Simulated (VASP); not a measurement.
Here is a VASP 6.6.1 calculation.

The input INCAR:

```
SYSTEM = Bi2Te3
PREC = Accurate
ENCUT = 520
EDIFF = 1E-7
ISMEAR = 0
SIGMA = 0.02
LREAL = .False.
LASPH = .True.
NELM = 100
ALGO = Normal
ISIF = 2
LWAVE = .False.
LCHARG = .False.
LDIPOL = .True.
IDIPOL = 3
DIPOL = 0.5 0.5 0.500
GGA = PE
NBANDS = 59
```

Contents of KPOINTS:

```
regular mesh
0
Gamma
  9 9 1
  0 0 0
```

The input POSCAR:

```
Bi2Te3
1.0
    4.3693929082      0.0000000000      0.0000000000
   -2.1846964541      3.7840052576      0.0000000000
    0.0000000000      0.0000000000     61.2372151650
Te Bi
6 4
Direct
    0.0000000000      0.0000000000      0.3555927863
    0.6666666667      0.3333333333      0.4171422965
    0.3333333333      0.6666666667      0.4787590986
    0.6666666667      0.3333333333      0.5212409014
    0.3333333333      0.6666666667      0.5828577035
    0.0000000000      0.0000000000      0.6444072137
    0.3333333333      0.6666666667      0.3838366543
    0.0000000000      0.0000000000      0.4503204745
    0.0000000000      0.0000000000      0.5496795255
    0.6666666667      0.3333333333      0.6161633457
```

Potentials or basis: VASP PAW PBE potentials, release 64 (Te, Bi_d).

The run is started by

```bash
$ cat potpaw_PBE.64/Te/POTCAR potpaw_PBE.64/Bi_d/POTCAR > POTCAR
$ mpirun -np 1 vasp_std > vasp.out
```

Q: Estimate the band gap on the k mesh.

A: 0.57 eV.

Q: What does it give for the largest force?

A: 0.129 eV/Å.

Forces in eV/Å, atoms in the order of the input:
```
Te   0.000  0.000 -0.129
Te   0.000  0.000 -0.018
Te   0.000  0.000  0.011
Te   0.000  0.000 -0.011
Te   0.000  0.000  0.018
Te   0.000  0.000  0.129
Bi   0.000  0.000 -0.084
Bi   0.000  0.000 -0.007
Bi   0.000  0.000  0.007
Bi   0.000  0.000  0.084
```

Caveat: spin-orbit coupling is left out, which moves the levels of the heavy elements.
